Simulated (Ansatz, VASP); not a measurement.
**Mo5Rh in VASP and in Ansatz**

```xyz
6
Lattice="3.9254 0.0000 0.0000 0.0000 3.9254 0.0000 0.0000 0.0000 6.3669" Properties=species:S:1:pos:R:3 pbc="T T T"
Mo    0.0000    1.9627    1.9419
Mo    1.9627    0.0000    1.9419
Mo    0.0000    1.9627    4.4250
Mo    1.9627    0.0000    4.4250
Mo    1.9627    1.9627    0.0000
Rh    0.0000    0.0000    0.0000
```

Alike in both runs: functional PBE; k mesh 4 × 4 × 3; occupations gaussian, width 0.2 eV; no spin polarisation.

Ansatz relaxed the structure, and its values are those at the end. VASP's run is a single point on that final structure, the one shown.

|  | VASP | Ansatz |
| --- | --- | --- |
| version | VASP 6.6.1 | Ansatz 0.2.0 |
| potentials or method | VASP PAW PBE potentials, release 64 (Mo_sv, Rh_pv), cutoff 500 eV | scalar-relativistic, plane waves, PAW |
| valence electrons in the cell | 85 | 87 |

Ansatz gave:

```
gap on the k mesh at the Fermi level (eV) : none
pressure (GPa)                            : 0.3
rms of the force components (eV/Å)        : 0.000
```

Question: Which values does VASP return?

Answer: gap on the k mesh at the Fermi level (eV): none; pressure (GPa): 0.7; rms of the force components (eV/Å): 0.012.

A gap of «none» marks a metal or a gap that the smearing closes. VASP's potentials hold 85 valence electrons a cell and Ansatz's 87, so a difference there can come from the potentials and not from the codes.

The k mesh is coarse, so the values compare programs but aren't converged.
